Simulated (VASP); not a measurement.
Write the native input for VASP 6.6.1 that does the following.

```
Task                   : single point
Functional             : PBEsol
Potentials or basis    : VASP PAW PBE potentials, release 64 (Pt)
Cutoff                 : 520 eV
k mesh                 : 22 × 22 × 22
Occupations            : gaussian, width 0.15 eV
Spin                   : no spin polarisation
Dipole correction      : no
Further INCAR settings : ALGO = Normal; EDIFF = 1e-06; NBANDS = 11
```

The structure of Pt lies in POSCAR:

```
Pt
1.0
   -1.4953560074      1.4953560074      1.4953560074
    1.4953560074     -1.4953560074      1.4953560074
    1.4953560074      1.4953560074     -1.4953560074
Pt
1
Direct
    0.0000000000      0.0000000000      0.0000000000
```

This isn't the form of Pt at room conditions, which is fcc.

One way to write it, as run:

INCAR

```
SYSTEM = Pt
  PREC = Accurate
  ENCUT = 520
  EDIFF = 1E-6
  ISMEAR = 0
  SIGMA = 0.15
  LREAL = .False.
  LASPH = .True.
  NELM = 100
  ALGO = Normal
  ISIF = 2
  LWAVE = .False.
  LCHARG = .False.
  GGA = PS
  NBANDS = 11
```

KPOINTS

```
Automatic mesh
0
Gamma
  22 22 22
  0 0 0
```

Potentials or basis: VASP PAW PBE potentials, release 64 (Pt).

Run with:

```sh
$ cat potpaw_PBE.64/Pt/POTCAR > POTCAR
$ mpirun -np 1 vasp_std > vasp.out
```

It gave:

The pressure is 49.7 GPa and the band gap on the k mesh is zero (bands 5 and 6 overlap by 2.92 eV).

Caveat: the cell stands under pressure; the PAW data sets were made with another functional, which shifts forces and pressure a little; spin-orbit coupling is left out, which moves the levels of the heavy elements.

Wall time 58 s on 1 thread of Intel Xeon 8259CL, with other jobs on the host, peak memory 0.17 GiB.
